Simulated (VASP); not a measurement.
Set up this calculation in VASP 6.6.1, as the native input.

| Property | Result |
| --- | --- |
| Task | single point |
| Functional | PBE |
| Potentials or basis | VASP PAW PBE potentials, release 64 (K_sv, Ge_d, Pb_d) |
| Cutoff | 520 eV |
| k mesh | 4 × 4 × 4 |
| Occupations | gaussian, width 0.1 eV |
| Spin | no spin polarisation |
| Dipole correction | no |
| Further INCAR settings | ALGO = Normal; EDIFF = 1e-06; NBANDS = 40 |

The structure of KGe3Pb lies in POSCAR:

```
KGe3Pb
1.0
    5.6387911294      0.0000000000      0.0000000000
    0.0000000000      5.6387911294      0.0000000000
    0.0000000000      0.0000000000      5.6387911294
K Ge Pb
1 3 1
Direct
    0.0000000000      0.0000000000      0.0000000000
    0.0000000000      0.5000000000      0.5000000000
    0.5000000000      0.0000000000      0.5000000000
    0.5000000000      0.5000000000      0.0000000000
    0.5000000000      0.5000000000      0.5000000000
```

These files were run (other wordings do the same):

INCAR

```
PREC = Accurate
ENCUT = 520
EDIFF = 1E-6
ISMEAR = 0
SIGMA = 0.1
LREAL = False
LASPH = True
NELM = 100
ALGO = Normal
ISIF = 2
LWAVE = False
LCHARG = False
GGA = PE
NBANDS = 40
```

KPOINTS

```
regular mesh
0
Gamma
  4 4 4
```

Potentials or basis: VASP PAW PBE potentials, release 64 (K_sv, Ge_d, Pb_d).

The run is started by

```sh
$ cat potpaw_PBE.64/K_sv/POTCAR potpaw_PBE.64/Ge_d/POTCAR potpaw_PBE.64/Pb_d/POTCAR > POTCAR
$ mpirun -np 1 vasp_std > vasp.out
```

It gave:

* Pressure: 0.0 GPa

Run time: 30 s on 1 thread of Intel(R) Xeon(R) 6975P-C (Granite Rapids), with other jobs on the host, peak memory 0.29 GiB.
